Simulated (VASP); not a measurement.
# CsH3Pt (Cmmm) in VASP: single point with PBEsol

Aim: the single point of CsH3Pt with PBEsol.

Everything below comes from runs of VASP 6.6.1. Logs are shortened: lines on timing, memory, paths and dates and some standing lists are left out, and cuts for length are marked.

**1. The cell of the first run**

Symmetry: Cmmm, No. 65, orthorhombic system. Conventional cell: a = 3.590 Å, b = 27.367 Å, c = 3.589 Å, α = 90.00°, β = 90.00°, γ = 90.00°. Cs (site symmetry m2m) has 8 H at 2.69 to 3.19 Å and 4 Cs at 3.59 Å and 4 Pt at 3.62 Å within 3.7 Å. Within 2.2 Å of H (site symmetry m2m) lie 1 Pt at 1.68 Å. H (site symmetry m2m) has 2 Pt at 1.80 Å and 7 H at 2.48 to 2.54 Å within 2.6 Å. Within 2.6 Å of H (site symmetry m2m) lie 2 Pt at 1.80 Å and 7 H at 2.48 to 2.54 Å. Pt (site symmetry m2m) has 5 H at 1.68 to 1.80 Å within 2.2 Å.

**2. Single point, PBEsol**

Input file INCAR:

```
SYSTEM = CsH3Pt
PREC = Accurate
ENCUT = 520
EDIFF = 1E-7
ISMEAR = -1
SIGMA = 0.03
LREAL = .FALSE.
LASPH = .TRUE.
NELM = 60
ALGO = Normal
ISIF = 2
LWAVE = .FALSE.
LCHARG = .FALSE.
GGA = PS
NBANDS = 33
```

Input file KPOINTS:

```
regular mesh
0
G
  6 6 6
  0 0 0
```

Input file POSCAR:

```
CsH3Pt
1.0
    1.7947631485    -13.6835019750      0.0000000000
    1.7947631485     13.6835019750      0.0000000000
    0.0000000000      0.0000000000      3.5892082176
Cs H Pt
2 6 2
Direct
    0.1418725482      0.8581274518      0.0000000000
    0.8581274518      0.1418725482      0.0000000000
    0.6088486038      0.3911513962      0.5000000000
    0.4546628843      0.5453371157      0.0000000000
    0.3911513962      0.6088486038      0.5000000000
    0.5453371157      0.4546628843      0.0000000000
    0.9546514286      0.0453485714      0.5000000000
    0.0453485714      0.9546514286      0.5000000000
    0.5475439803      0.4524560197      0.5000000000
    0.4524560197      0.5475439803      0.5000000000
```

Potentials or basis: VASP PAW PBE potentials, release 64 (Cs_sv, H, Pt).

Command:

```sh
> cat potpaw_PBE.64/Cs_sv/POTCAR potpaw_PBE.64/H/POTCAR potpaw_PBE.64/Pt/POTCAR > POTCAR
> mpirun -np 1 vasp_std > vasp.out
```

OUTCAR:

```text
SYSTEM = CsH3Pt
   PREC = Accurate
   ENCUT = 520
   EDIFF = 1E-7
   ISMEAR = -1
   LREAL = .FALSE.
   LASPH = .TRUE.
   NELM = 60
   ISIF = 2
   GGA = PS

 ion  position               nearest neighbor table
   1  0.142  0.858  0.000-
   2  0.858  0.142  0.000-
   3  0.609  0.391  0.500-   9 1.68
   4  0.455  0.545  0.000-  10 1.80  10 1.80
   5  0.391  0.609  0.500-  10 1.68
   6  0.545  0.455  0.000-   9 1.80   9 1.80
   7  0.955  0.045  0.500-  10 1.80  10 1.80
   8  0.045  0.955  0.500-   9 1.80   9 1.80
   9  0.548  0.452  0.500-   3 1.68   6 1.80   6 1.80   8 1.80   8 1.80  10 2.60
  10  0.452  0.548  0.500-   5 1.68   4 1.80   4 1.80   7 1.80   7 1.80   9 2.60

  LATTYP: Found a base centered orthorhombic cell.
 ALAT       =     3.5895262970
 B/A-ratio  =     7.6241268863
 C/A-ratio  =     0.9999113868

  Lattice vectors:

 A1 = (   1.7947631485, -13.6835019750,   0.0000000000)
 A2 = (   1.7947631485,  13.6835019750,   0.0000000000)
 A3 = (   0.0000000000,   0.0000000000,   3.5892082176)

Analysis of symmetry for initial positions (statically):
=====================================================================
 Subroutine PRICEL returns:
 Original cell was already a primitive cell.

 Routine SETGRP: Setting up the symmetry group for a
 base centered orthorhombic supercell.

 Subroutine GETGRP returns: Found  8 space group operations
 (whereof  8 operations were pure point group operations)
 out of a pool of  8 trial point group operations.

The static configuration has the point symmetry D_2h.

Analysis of symmetry for dynamics (positions and initial velocities):
=====================================================================
 Subroutine PRICEL returns:
 Original cell was already a primitive cell.

 Routine SETGRP: Setting up the symmetry group for a
 base centered orthorhombic supercell.

 Subroutine GETGRP returns: Found  8 space group operations
 (whereof  8 operations were pure point group operations)
 out of a pool of  8 trial point group operations.

The dynamic configuration has the point symmetry D_2h.

 Subroutine INISYM returns: Found  8 space group operations
 (whereof  8 operations are pure point group operations),
 and found     1 'primitive' translations

----------------------------------------------------------------------------------------

                                     Primitive cell

  volume of cell :     176.2922

  direct lattice vectors                    reciprocal lattice vectors
     1.794763148-13.683501975  0.000000000     0.278588292 -0.036540354  0.000000000
     1.794763148 13.683501975  0.000000000     0.278588292  0.036540354  0.000000000
     0.000000000  0.000000000  3.589208218     0.000000000  0.000000000  0.278612981

  length of vectors
    13.800702919 13.800702919  3.589208218     0.280974436  0.280974436  0.278612981

  position of ions in fractional coordinates (direct lattice)
     0.141872548  0.858127452  0.000000000
     0.858127452  0.141872548  0.000000000
     0.608848604  0.391151396  0.500000000
     0.454662884  0.545337116  0.000000000
     0.391151396  0.608848604  0.500000000
     0.545337116  0.454662884  0.000000000
     0.954651429  0.045348571  0.500000000
     0.045348571  0.954651429  0.500000000
     0.547543980  0.452456020  0.500000000
     0.452456020  0.547543980  0.500000000

  ion indices of the primitive-cell ions
   primitive index   ion index
                 1           1
                 2           2
                 3           3
                 4           4
                 5           5
                 6           6
                 7           7
                 8           8
                 9           9
                10          10

----------------------------------------------------------------------------------------

 KPOINTS: regular mesh

Automatic generation of k-mesh.
 Grid dimensions read from file:
 generate k-points for:    6    6    6

 Generating k-lattice:

  Cartesian coordinates                     Fractional coordinates (reciprocal lattice)
     0.046431382 -0.006090059  0.000000000     0.166666667 -0.000000000  0.000000000
     0.046431382  0.006090059  0.000000000    -0.000000000  0.166666667  0.000000000
     0.000000000  0.000000000  0.046435497     0.000000000  0.000000000  0.166666667

  Length of vectors
     0.046829073  0.046829073  0.046435497

  Shift w.r.t. Gamma in fractional coordinates (k-lattice)
     0.000000000  0.000000000  0.000000000

 Subroutine IBZKPT returns following result:
 ===========================================

 Found     52 irreducible k-points:

 Following reciprocal coordinates:
            Coordinates               Weight
  0.000000  0.000000  0.000000      1.000000
  0.166667  0.000000  0.000000      4.000000
  0.333333 -0.000000  0.000000      4.000000
  0.500000  0.000000  0.000000      2.000000
  0.166667  0.166667  0.000000      2.000000
  0.333333  0.166667  0.000000      4.000000
[... 16 lines left out ...]
  0.333333  0.333333  0.166667      4.000000
  0.500000  0.333333  0.166667      8.000000
 [... further k-points ...]
   k-points           NKPTS =     52   k-points in BZ     NKDIM =     52   number of bands    NBANDS=     33
   number of dos      NEDOS =    301   number of ions     NIONS =     10
   total plane-waves  NPLWV = 326592
   dimension x,y,z NGX =   108 NGY =  108 NGZ =   28
   dimension x,y,z NGXF=   216 NGYF=  216 NGZF=   56
   ions per type =               2   6   2
   NGX,Y,Z   is equivalent  to a cutoff of  13.01, 13.01, 12.97 a.u.
   NGXF,Y,Z  is equivalent  to a cutoff of  26.02, 26.02, 25.94 a.u.
 SYSTEM =  CsH3Pt
   PREC   = accura    normal or accurate (medium, high low for compatibility)
   ISTART =      0    job   : 0-new  1-cont  2-samecut
   ICHARG =      2    charge: 1-file 2-atom 10-const
   ISPIN  =      1    spin polarized calculation?
   LNONCOLLINEAR =      F non collinear calculations
   LSORBIT =      F    spin-orbit coupling
   LASPH  =      T    aspherical Exc in radial PAW
   ENCUT  =  520.0 eV  38.22 Ry    6.18 a.u.  25.66 25.66  6.67*2*pi/ulx,y,z
   NELM   =     60;   NELMIN=  2; NELMDL= -5     # of ELM steps
   EDIFF  = 0.1E-06   stopping-criterion for ELM
   LREAL  =      F    real-space projection
   EDIFFG = 0.1E-05   stopping-criterion for IOM
   NSW    =      0    number of steps for IOM
   IBRION =     -1    ionic relax: 0-MD 1-quasi-New 2-CG
   NFREE  =      0    steps in history (QN), initial steepest desc. (CG)
   ISIF   =      2    stress and relaxation
   ISYM   =      2    0-nonsym 1-usesym 2-fastsym
   POTIM  = 0.5000    time-step for ionic-motion
   TEBEG  =    0.0;   TEEND  =   0.0 temperature during run
   PSTRESS=    0.0 pullay stress
   NELECT =      44.0000    total number of electrons
   NUPDOWN=      -1.0000    fix difference up-down
   EMIN   =  10.00;   EMAX   =-10.00  energy-range for DOS
   EFERMI =   0.00;   METHOD = LEGACY
   ISMEAR =    -1;   SIGMA  =   0.03  broadening in eV -4-tet -1-fermi 0-gaus
   EFERMI_NEDOS =   21; number of points for ismear=-14 and -15
   IALGO  =     38    algorithm
   IMIX   =      4    mixing-type and parameters
     AMIX     =   0.40;   BMIX     =  1.00
     AMIX_MAG =   1.60;   BMIX_MAG =  1.00
  volume/ion in A,a.u.               =      17.63       118.97
  Fermi-wavevector in a.u.,A,eV,Ry     =   1.030737  1.947811 14.455096  1.062420
  Thomas-Fermi vector in A             =   2.164851
   LORBIT       =      0    0 simple, 1 ext, 2 COOP (PROOUT), +10 PAW based schemes
   GGA     = PS    functional components
   LHFCALC =     F    Hartree Fock is set to
   AEXX    =    0.0000 exact exchange contribution
   IVDW    =     0    specifies the selected vdW correction
   LEPSILON=     F    determine dielectric tensor
   LRPA    =     F    only Hartree local field effects (RPA)
 non-spin polarized calculation
  energy-cutoff  :      520.00
  volume of cell :      176.29
 maximum number of plane-waves:      4787
 NGX is ok and might be reduce to   108
   NGX = 51   NGY = 51   NGZ = 13

 number of electron      44.0000002 magnetization

 Free energy of the ion-electron system (eV)
  ---------------------------------------------------
  ext. energy  EPLUGINS =         0.00000000
  ---------------------------------------------------
  free energy    TOTEN  =       -36.49610574 eV

  energy without entropy =      -36.48960063  energy(sigma->0) =      -36.49285318

 E-fermi :   2.9495     XC(G=0):  -8.5887

 val. band max:        2.9484799488   @ k =  -0.3333   0.3333   0.3333
 cond. band min:       3.0011132591   @ k =   0.3333   0.3333   0.0000
 fundamental gap:      0.0526333104
 Fermi energy:         2.9494571126

 k-point     1 :       0.0000    0.0000    0.0000
  band No.  band energies     occupation
      1     -20.1897      2.00000
      2     -20.1892      2.00000
      3      -7.5567      2.00000
      4      -7.4068      2.00000
      5      -5.9004      2.00000
      6      -5.9002      2.00000
[... 25 lines left out ...]
     32       9.2476      0.00000
     33       9.7637      0.00000

 k-point     2 :       0.1667    0.0000    0.0000
  band No.  band energies     occupation
      1     -20.1170      2.00000
      2     -20.1165      2.00000
      3      -7.4234      2.00000
      4      -7.3007      2.00000
      5      -6.6899      2.00000
      6      -6.6780      2.00000
[... 25 lines left out ...]
     32       9.2361      0.00000
     33       9.4769      0.00000
[... 754 lines left out ...]
     32       8.1987      0.00000
     33       8.3065      0.00000

 k-point    24 :       0.5000    0.3333    0.1667
  band No.  band energies     occupation
      1     -20.0454      2.00000
      2     -20.0451      2.00000
      3      -7.2885      2.00000
      4      -7.2060      2.00000
      5      -6.6832      2.00000
      6      -6.6783      2.00000
[... 25 lines left out ...]
     32       8.4883      0.00000
     33       8.6135      0.00000

 [... further k-points ...]

------------------------ aborting loop because EDIFF is reached ----------------------------------------

  FORCE on cell =-STRESS in cart. coord.  units (eV):
  Direction    XX          YY          ZZ          XY          YZ          ZX
  --------------------------------------------------------------------------------------
  -------------------------------------------------------------------------------------
  Total        0.1066868     -0.0592976      0.1081579     -0.0000000      0.0000000      0.0000000
  in kB        0.9695905     -0.5389079      0.9829596     -0.0000000      0.0000000      0.0000000
  external PRESSURE =       0.4712141 kB  Pullay stress =       0.0000000 kB

 VOLUME and BASIS-vectors are now :
 -----------------------------------------------------------------------------
  energy-cutoff  :      520.00
  volume of cell :      176.29
      direct lattice vectors                 reciprocal lattice vectors
     1.794763148-13.683501975  0.000000000     0.278588292 -0.036540354  0.000000000
     1.794763148 13.683501975  0.000000000     0.278588292  0.036540354  0.000000000
     0.000000000  0.000000000  3.589208218     0.000000000  0.000000000  0.278612981

 POSITION                                       TOTAL-FORCE (eV/Angst)
 -----------------------------------------------------------------------------------
      1.79476      9.80088      0.00000         0.000000     -0.019741      0.000000
      1.79476     -9.80088      0.00000         0.000000      0.019741     -0.000000
      1.79476     -2.97886      1.79460         0.000000      0.003892     -0.000000
      1.79476      1.24074      0.00000         0.000000     -0.003364     -0.000000
      1.79476      2.97886      1.79460         0.000000     -0.003892      0.000000
      1.79476     -1.24074      0.00000         0.000000      0.003364      0.000000
      1.79476    -12.44245      1.79460         0.000000     -0.003444      0.000000
      1.79476     12.44245      1.79460         0.000000      0.003444      0.000000
      1.79476     -1.30114      1.79460         0.000000      0.031355      0.000000
      1.79476      1.30114      1.79460         0.000000     -0.031355      0.000000
 -----------------------------------------------------------------------------------
    total drift:                                0.000000      0.000000      0.000000

  FREE ENERGIE OF THE ION-ELECTRON SYSTEM (eV)
  ---------------------------------------------------
  free  energy   TOTEN  =       -36.4961057400 eV

  energy  without entropy=      -36.4896006261  energy(sigma->0) =      -36.49285318
```

Run time: 16 min. Hardware: 1 thread of Intel Xeon Platinum 8259CL at 2.50GHz (Skylake/Cascade Lake), shared host; peak memory 0.83 GiB.

What came out:

```yaml
Free_energy: -36.4961 eV
Pressure: 0.0 GPa
Largest_force: 0.031 eV/Å
Band_gap_on_the_k_mesh: zero (bands 22 and 23 overlap by 2.00 eV)
```

Forces on the atoms (eV/Å):
```
Cs   0.000 -0.020  0.000
Cs   0.000  0.020  0.000
H    0.000  0.004  0.000
H    0.000 -0.003  0.000
H    0.000 -0.004  0.000
H    0.000  0.003  0.000
H    0.000 -0.003  0.000
H    0.000  0.003  0.000
Pt   0.000  0.031  0.000
Pt   0.000 -0.031  0.000
```

Caveat: the PAW data sets were made with another functional, which shifts forces and pressure a little; spin-orbit coupling is left out, which moves the levels of the heavy elements.

The gap in the log of VASP goes by the Fermi energy; the results here count the filled bands.